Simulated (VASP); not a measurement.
A run of VASP 6.6.1:

File POSCAR:

```
Ge
1.0
    4.0631318465      0.0000000000      0.0000000000
   -2.0315659232      3.5187753677      0.0000000000
    0.0000000000      0.0000000000      6.7075837564
Ge
4
Direct
    0.6666666667      0.3333333333      0.0629010000
    0.3333333333      0.6666666667      0.5629010000
    0.6666666667      0.3333333333      0.4370990000
    0.3333333333      0.6666666667      0.9370990000
```

The input INCAR.step1:

```
PREC = Accurate
ENCUT = 520
ISMEAR = 1
SIGMA = 0.15
LREAL = False
LASPH = True
NELM = 60
NBANDS = 36
GGA = PE
ALGO = Normal
EDIFF = 1E-4
LWAVE = True
LCHARG = False
```

File INCAR.step2:

```
PREC = Accurate
ENCUT = 520
EDIFF = 1E-6
ISMEAR = 1
SIGMA = 0.15
LREAL = False
LASPH = True
NELM = 60
ALGO = Normal
ISIF = 2
LWAVE = False
LCHARG = True
METAGGA = R2SCAN
LMIXTAU = True
LELF = True
LVHAR = True
NBANDS = 36
ISTART = 1
```

Contents of KPOINTS:

```
Automatic mesh
0
Gamma
  7 7 4
```

Potentials or basis: VASP PAW PBE potentials, release 64 (Ge_d).

Command:

```console
$ cat potpaw_PBE.64/Ge_d/POTCAR > POTCAR
$ cp INCAR.step1 INCAR
$ mpirun -np 1 vasp_std > vasp.out
$ cp INCAR.step2 INCAR
$ mpirun -np 1 vasp_std > vasp.out
```

Hardware: 1 thread of Intel(R) Xeon(R) 6975P-C (Granite Rapids), with other jobs on the host.

**Question.** How long does it take, and how much memory?

**Answer.** It took 110 s on 1 thread of Intel(R) Xeon(R) 6975P-C (Granite Rapids), with other jobs on the host, peak memory 0.23 GiB. Counts: k points 24.
